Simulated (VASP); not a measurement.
# ZnSe (P4/nmm) in VASP: notebook

ZnSe is run at these levels: PBEsol; tasks: single point.

Everything below comes from runs of VASP 6.6.1. Logs are shortened: lines on timing, memory, paths and dates and some standing lists are left out, and cuts for length are marked.

## Step 1: The cell of the first run

The structure is tetragonal, space group P4/nmm (No. 129). The conventional cell has a = 4.148 Å, b = 4.148 Å, c = 5.696 Å, α = 90.00°, β = 90.00°, γ = 90.00°. Zn (site symmetry -4m2) has 4 Se at 2.58 Å and 4 Zn at 2.93 Å within 3.4 Å. Within 3.4 Å of Se (site symmetry 4mm) lie 4 Zn at 2.58 Å.

## Step 2: Single point, PBEsol

File INCAR:

```
ALGO     = Normal         # electronic algorithm
EDIFF    = 1E-6           # SCF threshold, eV
ENCUT    = 520            # plane-wave cutoff, eV
GGA      = PS             # functional
ISIF     = 2              # what is computed and relaxed
ISMEAR   = 0              # smearing method
LASPH    = T              # aspherical terms in the spheres
LCHARG   = T              # write CHGCAR
LELF     = T              # ELF
LREAL    = F              # projectors in reciprocal space
LVHAR    = T            
LWAVE    = F              # write WAVECAR
NBANDS   = 26             # bands
NELM     = 100            # most SCF steps
PREC     = Accurate       # precision mode
SIGMA    = 0.05           # smearing width, eV
```

File KPOINTS:

```
k-points
0
Gamma
  8 8 6
```

File POSCAR:

```
ZnSe
1.0
    4.1476469568      0.0000000000      0.0000000000
    0.0000000000      4.1476469568      0.0000000000
    0.0000000000      0.0000000000      5.6955264083
Zn Se
2 2
Direct
    0.0000000000      0.0000000000      0.0000000000
    0.5000000000      0.5000000000      0.0000000000
    0.0000000000      0.5000000000      0.2681677050
    0.5000000000      0.0000000000      0.7318322950
```

Potentials or basis: VASP PAW PBE potentials, release 64 (Zn, Se).

The run is started by

```bash
cat potpaw_PBE.64/Zn/POTCAR potpaw_PBE.64/Se/POTCAR > POTCAR
mpirun -np 1 vasp_std > vasp.out
```

OUTCAR:

```text
EDIFF = 1E-6
   ENCUT = 520
   GGA = PS
   ISIF = 2
   ISMEAR = 0
   LASPH = T
   LREAL = F
   NELM = 100
   PREC = Accurate

 ion  position               nearest neighbor table
   1  0.000  0.000  0.000-   3 2.58   4 2.58   3 2.58   4 2.58   2 2.93   2 2.93   2 2.93   2 2.93

   2  0.500  0.500  0.000-   3 2.58   4 2.58   4 2.58   3 2.58   1 2.93   1 2.93   1 2.93   1 2.93

   3  0.000  0.500  0.268-   1 2.58   2 2.58   1 2.58   2 2.58
   4  0.500  0.000  0.732-   1 2.58   2 2.58   2 2.58   1 2.58

  LATTYP: Found a simple tetragonal cell.
 ALAT       =     4.1476469568
 C/A-ratio  =     1.3731946011

  Lattice vectors:

 A1 = (   4.1476469568,   0.0000000000,   0.0000000000)
 A2 = (   0.0000000000,   4.1476469568,   0.0000000000)
 A3 = (   0.0000000000,   0.0000000000,   5.6955264083)

Analysis of symmetry for initial positions (statically):
=====================================================================
 Subroutine PRICEL returns:
 Original cell was already a primitive cell.

 Routine SETGRP: Setting up the symmetry group for a
 simple tetragonal supercell.

 Subroutine GETGRP returns: Found 16 space group operations
 (whereof  8 operations were pure point group operations)
 out of a pool of 16 trial point group operations.

The static configuration has the point symmetry D_2d.
 The point group associated with its full space group is D_4h.

Analysis of symmetry for dynamics (positions and initial velocities):
=====================================================================
 Subroutine PRICEL returns:
 Original cell was already a primitive cell.

 Routine SETGRP: Setting up the symmetry group for a
 simple tetragonal supercell.

 Subroutine GETGRP returns: Found 16 space group operations
 (whereof  8 operations were pure point group operations)
 out of a pool of 16 trial point group operations.

The dynamic configuration has the point symmetry D_2d.
 The point group associated with its full space group is D_4h.

 Subroutine INISYM returns: Found 16 space group operations
 (whereof  8 operations are pure point group operations),
 and found     1 'primitive' translations

----------------------------------------------------------------------------------------

                                     Primitive cell

  volume of cell :      97.9800

  direct lattice vectors                    reciprocal lattice vectors
     4.147646957  0.000000000  0.000000000     0.241100559  0.000000000  0.000000000
     0.000000000  4.147646957  0.000000000     0.000000000  0.241100559  0.000000000
     0.000000000  0.000000000  5.695526408     0.000000000  0.000000000  0.175576396

  length of vectors
     4.147646957  4.147646957  5.695526408     0.241100559  0.241100559  0.175576396

  position of ions in fractional coordinates (direct lattice)
     0.000000000  0.000000000  0.000000000
     0.500000000  0.500000000  0.000000000
     0.000000000  0.500000000  0.268167705
     0.500000000  0.000000000  0.731832295

  ion indices of the primitive-cell ions
   primitive index   ion index
                 1           1
                 2           2
                 3           3
                 4           4

----------------------------------------------------------------------------------------

 KPOINTS: k-points

Automatic generation of k-mesh.
 Grid dimensions read from file:
 generate k-points for:    8    8    6

 Generating k-lattice:

  Cartesian coordinates                     Fractional coordinates (reciprocal lattice)
     0.030137570  0.000000000  0.000000000     0.125000000  0.000000000  0.000000000
     0.000000000  0.030137570  0.000000000     0.000000000  0.125000000  0.000000000
     0.000000000  0.000000000  0.029262733     0.000000000  0.000000000  0.166666667

  Length of vectors
     0.030137570  0.030137570  0.029262733

  Shift w.r.t. Gamma in fractional coordinates (k-lattice)
     0.000000000  0.000000000  0.000000000

 Subroutine IBZKPT returns following result:
 ===========================================

 Found     60 irreducible k-points:

 Following reciprocal coordinates:
            Coordinates               Weight
  0.000000  0.000000  0.000000      1.000000
  0.125000  0.000000  0.000000      4.000000
  0.250000  0.000000  0.000000      4.000000
  0.375000  0.000000  0.000000      4.000000
  0.500000  0.000000  0.000000      2.000000
  0.125000  0.125000  0.000000      4.000000
[... 16 lines left out ...]
  0.375000  0.125000  0.166667     16.000000
  0.500000  0.125000  0.166667      8.000000
 [... further k-points ...]
   k-points           NKPTS =     60   k-points in BZ     NKDIM =     60   number of bands    NBANDS=     26
   number of dos      NEDOS =    301   number of ions     NIONS =      4
   total plane-waves  NPLWV =  43008
   dimension x,y,z NGX =    32 NGY =   32 NGZ =   42
   dimension x,y,z NGXF=    64 NGYF=   64 NGZF=   84
   ions per type =               2   2
[... 60 lines left out ...]

 E-fermi :   1.1059     XC(G=0):  -9.1775

 val. band max:        0.9036801797   @ k =   0.0000   0.0000   0.0000
 cond. band min:       2.4660724434   @ k =   0.0000   0.0000   0.0000
 fundamental gap:      1.5623922637
 Fermi energy:         1.1058744526

 k-point     1 :       0.0000    0.0000    0.0000
  band No.  band energies     occupation
      1     -11.9918      2.00000
      2     -10.9988      2.00000
      3      -5.8219      2.00000
      4      -5.8110      2.00000
      5      -5.7149      2.00000
      6      -5.7149      2.00000
[... 18 lines left out ...]
     25      11.0848      0.00000
     26      11.1463      0.00000

 k-point     2 :       0.1250    0.0000    0.0000
  band No.  band energies     occupation
      1     -11.9298      2.00000
      2     -11.0027      2.00000
      3      -5.7992      2.00000
      4      -5.7858      2.00000
      5      -5.7037      2.00000
      6      -5.6915      2.00000
[... 18 lines left out ...]
     25       9.9537      0.00000
     26      10.2205      0.00000

 k-point     3 :       0.2500    0.0000    0.0000
  band No.  band energies     occupation
      1     -11.7589      2.00000
      2     -11.0304      2.00000
      3      -5.7588      2.00000
      4      -5.6887      2.00000
      5      -5.6629      2.00000
      6      -5.6293      2.00000
[... 18 lines left out ...]
     25       8.7402      0.00000
     26       9.1981      0.00000

 k-point     4 :       0.3750    0.0000    0.0000
  band No.  band energies     occupation
      1     -11.5233      2.00000
      2     -11.1179      2.00000
      3      -5.6862      2.00000
      4      -5.5840      2.00000
      5      -5.5651      2.00000
      6      -5.5527      2.00000
[... 18 lines left out ...]
     25       8.5569      0.00000
     26       8.8479      0.00000

 k-point     5 :       0.5000    0.0000    0.0000
  band No.  band energies     occupation
      1     -11.2892      2.00000
      2     -11.2892      2.00000
      3      -5.5901      2.00000
      4      -5.5901      2.00000
      5      -5.5200      2.00000
      6      -5.5200      2.00000
[... 18 lines left out ...]
     25       8.4254      0.00000
     26       8.4254      0.00000

 k-point     6 :       0.1250    0.1250    0.0000
  band No.  band energies     occupation
      1     -11.8695      2.00000
      2     -11.0039      2.00000
      3      -5.8233      2.00000
      4      -5.7283      2.00000
      5      -5.6885      2.00000
      6      -5.6633      2.00000
[... 427 lines left out ...]
 k-point    21 :       0.1250    0.1250    0.1667
  band No.  band energies     occupation
      1     -11.8267      2.00000
      2     -11.0568      2.00000
      3      -5.8240      2.00000
      4      -5.7275      2.00000
      5      -5.6918      2.00000
      6      -5.6665      2.00000
[... 18 lines left out ...]
     25       8.3249      0.00000
     26      10.0972      0.00000

 k-point    22 :       0.2500    0.1250    0.1667
  band No.  band energies     occupation
      1     -11.6679      2.00000
      2     -11.0625      2.00000
      3      -5.8155      2.00000
      4      -5.6653      2.00000
      5      -5.6157      2.00000
      6      -5.6114      2.00000
[... 18 lines left out ...]
     25       7.7578      0.00000
     26       9.9176      0.00000

 k-point    23 :       0.3750    0.1250    0.1667
  band No.  band energies     occupation
      1     -11.4542      2.00000
      2     -11.1170      2.00000
      3      -5.7544      2.00000
      4      -5.5859      2.00000
      5      -5.5653      2.00000
      6      -5.5253      2.00000
[... 18 lines left out ...]
     25       9.0846      0.00000
     26       9.6802      0.00000

 k-point    24 :       0.5000    0.1250    0.1667
  band No.  band energies     occupation
      1     -11.2516      2.00000
      2     -11.2516      2.00000
      3      -5.6426      2.00000
      4      -5.6426      2.00000
      5      -5.4958      2.00000
      6      -5.4958      2.00000
[... 18 lines left out ...]
     25       9.5142      0.00000
     26       9.5142      0.00000

 [... further k-points ...]
[... 5 lines left out ...]
  --------------------------------------------------------------------------------------
  -------------------------------------------------------------------------------------
  Total       -2.8019523     -2.8019523     -2.5838929      0.0000000      0.0000000      0.0000000
  in kB      -45.8177637    -45.8177637    -42.2520368      0.0000000      0.0000000      0.0000000
  external PRESSURE =     -44.6291881 kB  Pullay stress =       0.0000000 kB

 VOLUME and BASIS-vectors are now :
 -----------------------------------------------------------------------------
  energy-cutoff  :      520.00
  volume of cell :       97.98
      direct lattice vectors                 reciprocal lattice vectors
     4.147646957  0.000000000  0.000000000     0.241100559  0.000000000  0.000000000
     0.000000000  4.147646957  0.000000000     0.000000000  0.241100559  0.000000000
     0.000000000  0.000000000  5.695526408     0.000000000  0.000000000  0.175576396

 POSITION                                       TOTAL-FORCE (eV/Angst)
 -----------------------------------------------------------------------------------
      0.00000      0.00000      0.00000         0.000000      0.000000      0.000000
      2.07382      2.07382      0.00000         0.000000     -0.000000      0.000000
      0.00000      2.07382      1.52736         0.000000      0.000000     -0.758012
      2.07382      0.00000      4.16817         0.000000     -0.000000      0.758012
 -----------------------------------------------------------------------------------
    total drift:                                0.000000     -0.000000     -0.000000

  FREE ENERGIE OF THE ION-ELECTRON SYSTEM (eV)
  ---------------------------------------------------
  free  energy   TOTEN  =       -12.7739206159 eV

  energy  without entropy=      -12.7739206159  energy(sigma->0) =      -12.77392062
```

It took 52 s on 1 thread of Intel Xeon 6975P-C (Granite Rapids), shared host; peak memory 0.28 GiB.

Results:

```
Free energy            : -12.7739 eV
Pressure               : -4.5 GPa
Largest force          : 0.758 eV/Å
Band gap on the k mesh : 1.56 eV, direct
```

Forces on the atoms (eV/Å):
```
Zn   0.000  0.000  0.000
Zn   0.000  0.000  0.000
Se   0.000  0.000 -0.758
Se   0.000  0.000  0.758
```

Caveat: the PAW data sets were made with another functional, which shifts forces and pressure a little.

## Step 3: Single point, PBEsol

File INCAR:

```
SYSTEM = ZnSe
PREC = Accurate
ENCUT = 520
EDIFF = 1E-7
ISMEAR = 0
SIGMA = 0.05
LREAL = .False.
LASPH = .True.
NELM = 60
ALGO = Normal
ISIF = 2
LWAVE = .False.
LCHARG = .False.
GGA = PS
NBANDS = 26
```

File KPOINTS:

```
regular mesh
0
Gamma
  8 8 6
  0 0 0
```

POSCAR, as its differences from that of step 2:

```diff
@@ -10,3 +10,3 @@
     0.5000000000      0.5000000000      0.0000000000
-    0.0000000000      0.5000000000      0.2681677050
-    0.5000000000      0.0000000000      0.7318322950
+    0.0000000000      0.5000000000      0.3043429689
+    0.5000000000      0.0000000000      0.6956570311
```

Potentials or basis: VASP PAW PBE potentials, release 64 (Zn, Se).

The run is started by

```bash
cat potpaw_PBE.64/Zn/POTCAR potpaw_PBE.64/Se/POTCAR > POTCAR
mpirun -np 1 vasp_std > vasp.out
```

Run time: 45 s. Hardware: 1 thread of Intel Xeon 6975P-C (Granite Rapids), shared host; peak memory 0.28 GiB.

The run converged. Its results:

```
Free energy            : -12.1570 eV
Pressure               : -8.9 GPa
Largest force          : 2.146 eV/Å
Band gap on the k mesh : 0.84 eV, direct
```

Forces in eV/Å, atoms in the order of the input:
```
Zn   0.000  0.000  0.000
Zn   0.000  0.000  0.000
Se   0.000  0.000 -2.146
Se   0.000  0.000  2.146
```

Stress tensor (GPa, compression positive):
```
 -7.20   0.00   0.00
  0.00  -7.20   0.00
  0.00   0.00 -12.18
```

Levels at points of the mesh, in eV from the valence-band top:
| k point | band 16 | band 17 | band 18 | band 19 | band 20 | band 21 |
| --- | --- | --- | --- | --- | --- | --- |
| (0.00, 0.00, 0.00) | -0.82 | 0.00 | 0.00 | 0.84 | 1.74 | 3.12 |
| (0.50, 0.00, 0.00) | -2.44 | -0.85 | -0.85 | 3.17 | 3.17 | 4.40 |
| (0.50, 0.50, 0.00) | -2.27 | -1.74 | -1.74 | 1.83 | 1.83 | 2.13 |
| (0.00, 0.00, 0.50) | -1.46 | -0.96 | -0.96 | 1.99 | 3.12 | 3.22 |
| (0.50, 0.00, 0.50) | -0.86 | -0.77 | -0.77 | 1.51 | 1.51 | 5.33 |
| (0.50, 0.50, 0.50) | -3.04 | -2.76 | -2.76 | 3.70 | 3.70 | 3.99 |

Caveat: the PAW data sets were made with another functional, which shifts forces and pressure a little.

## Step 4: Single point, PBEsol

This run uses another cell than the first one, of 25.54 Å³/atom, 1.043 times its volume.

File INCAR:

```
SYSTEM = ZnSe
  ALGO = Normal
  EDIFF = 1E-6
  ENCUT = 520
  GGA = PS
  ISIF = 2
  ISMEAR = 0
  LASPH = .TRUE.
  LCHARG = .FALSE.
  LREAL = .FALSE.
  LWAVE = .FALSE.
  NBANDS = 26
  NELM = 60
  PREC = Accurate
  SIGMA = 0.05
```

File KPOINTS:

```
k-points
0
G
  8 8 6
  0 0 0
```

File POSCAR:

```
ZnSe
1.0
    4.2058644041      0.0000000000      0.0000000000
    0.0000000000      4.2058644041      0.0000000000
    0.0000000000      0.0000000000      5.7754702926
Zn Se
2 2
Direct
    0.0000000000      0.0000000000      0.0000000000
    0.5000000000      0.5000000000      0.0000000000
    0.0000000000      0.5000000000      0.2139048092
    0.5000000000      0.0000000000      0.7860951908
```

The run is started by

```bash
cat potpaw_PBE.64/Zn/POTCAR potpaw_PBE.64/Se/POTCAR > POTCAR
mpirun -np 1 vasp_std > vasp.out
```

Run time: 47 s. Hardware: 1 thread of Intel Xeon 6975P-C (Granite Rapids), shared host; peak memory 0.3 GiB.

It converged, with:

| Item | Value |
| --- | --- |
| Free energy | -12.5436 eV |
| Pressure | 3.4 GPa |
| Largest force | 1.419 eV/Å |
| Band gap on the k mesh | 0.94 eV, direct |

Forces in eV/Å, atoms in the order of the input:
```
Zn   0.000  0.000  0.000
Zn   0.000  0.000  0.000
Se   0.000  0.000  1.419
Se   0.000  0.000 -1.419
```

Stress tensor (GPa, compression positive):
```
2.57 0.00 0.00
0.00 2.57 0.00
0.00 0.00 4.94
```

Levels at points of the mesh, in eV from the valence-band top:
| k point | band 15 | band 16 | band 17 | band 18 | band 19 | band 20 | band 21 | band 22 |
| --- | --- | --- | --- | --- | --- | --- | --- | --- |
| (0.00, 0.00, 0.00) | -3.06 | -0.34 | -0.34 | 0.00 | 0.94 | 2.05 | 2.78 | 5.42 |
| (0.50, 0.00, 0.00) | -1.47 | -1.47 | -1.18 | -1.18 | 2.86 | 2.86 | 6.41 | 6.41 |
| (0.50, 0.50, 0.00) | -2.23 | -2.23 | -2.08 | -2.08 | 3.84 | 3.84 | 4.63 | 4.63 |
| (0.00, 0.00, 0.50) | -2.97 | -1.04 | -0.52 | -0.52 | 1.04 | 3.42 | 3.70 | 4.85 |
| (0.50, 0.00, 0.50) | -1.45 | -1.45 | -0.62 | -0.62 | 2.39 | 2.39 | 6.06 | 6.06 |
| (0.50, 0.50, 0.50) | -2.45 | -2.45 | -2.43 | -2.43 | 5.20 | 5.20 | 6.04 | 6.04 |

Caveat: the PAW data sets were made with another functional, which shifts forces and pressure a little. A k mesh can miss the band edges.

## Step 5: Single point, PBEsol

This run uses another cell than the first one, of 25.54 Å³/atom, 1.043 times its volume.

File INCAR:

```
PREC     = Accurate       # precision mode
ENCUT    = 520            # plane-wave cutoff, eV
EDIFF    = 1E-7           # SCF threshold, eV
ISMEAR   = 0              # smearing method
SIGMA    = 0.05           # smearing width, eV
LREAL    = False          # projectors in reciprocal space
LASPH    = True           # aspherical terms in the spheres
NELM     = 100            # most SCF steps
ALGO     = Normal         # electronic algorithm
ISIF     = 2              # what is computed and relaxed
LWAVE    = False          # write WAVECAR
LCHARG   = True           # write CHGCAR
GGA      = PS             # functional
LELF     = True           # ELF
LVHAR    = True         
NBANDS   = 26             # bands
```

File KPOINTS:

```
regular mesh
0
Gamma
  8 8 6
```

POSCAR, as its differences from that of step 4:

```diff
@@ -10,3 +10,3 @@
     0.5000000000      0.5000000000      0.0000000000
-    0.0000000000      0.5000000000      0.2139048092
-    0.5000000000      0.0000000000      0.7860951908
+    0.0000000000      0.5000000000      0.2500800731
+    0.5000000000      0.0000000000      0.7499199269
```

The run is started by

```bash
cat potpaw_PBE.64/Zn/POTCAR potpaw_PBE.64/Se/POTCAR > POTCAR
mpirun -np 1 vasp_std > vasp.out
```

Wall time 46 s (1 thread of Intel Xeon 6975P-C (Granite Rapids), shared host); peak memory 0.3 GiB.

Results (log left out):

| Property | Result |
| --- | --- |
| Free energy | -12.7788 eV |
| Pressure | -3.4 GPa |
| Largest force | 0.284 eV/Å |
| Band gap on the k mesh | 1.36 eV, direct |

Forces in eV/Å, atoms in the order of the input:
```
Zn   0.000  0.000  0.000
Zn   0.000  0.000  0.000
Se   0.000  0.000 -0.284
Se   0.000  0.000  0.284
```

Stress tensor (GPa, compression positive):
```
-4.17  0.00  0.00
 0.00 -4.17  0.00
 0.00  0.00 -1.88
```

Levels at points of the mesh, in eV from the valence-band top:
| k point | band 14 | band 15 | band 16 | band 17 | band 18 | band 19 | band 20 | band 21 | band 22 | band 23 |
| --- | --- | --- | --- | --- | --- | --- | --- | --- | --- | --- |
| (0.00, 0.00, 0.00) | -2.42 | -2.42 | -0.19 | -0.19 | 0.00 | 1.36 | 1.63 | 2.68 | 5.56 | 5.76 |
| (0.50, 0.00, 0.00) | -4.43 | -1.58 | -1.58 | -1.07 | -1.07 | 3.13 | 3.13 | 5.74 | 5.74 | 6.38 |
| (0.50, 0.50, 0.00) | -4.45 | -2.16 | -2.16 | -1.97 | -1.97 | 3.24 | 3.24 | 3.50 | 3.50 | 9.87 |
| (0.00, 0.00, 0.50) | -2.22 | -2.22 | -1.21 | -0.55 | -0.55 | 1.50 | 3.23 | 3.59 | 4.83 | 6.42 |
| (0.50, 0.00, 0.50) | -4.84 | -1.03 | -1.03 | -0.70 | -0.70 | 2.27 | 2.27 | 5.80 | 5.80 | 5.94 |
| (0.50, 0.50, 0.50) | -4.28 | -2.54 | -2.54 | -2.46 | -2.46 | 4.76 | 4.76 | 4.92 | 4.92 | 8.22 |

Caveat: the PAW data sets were made with another functional, which shifts forces and pressure a little.
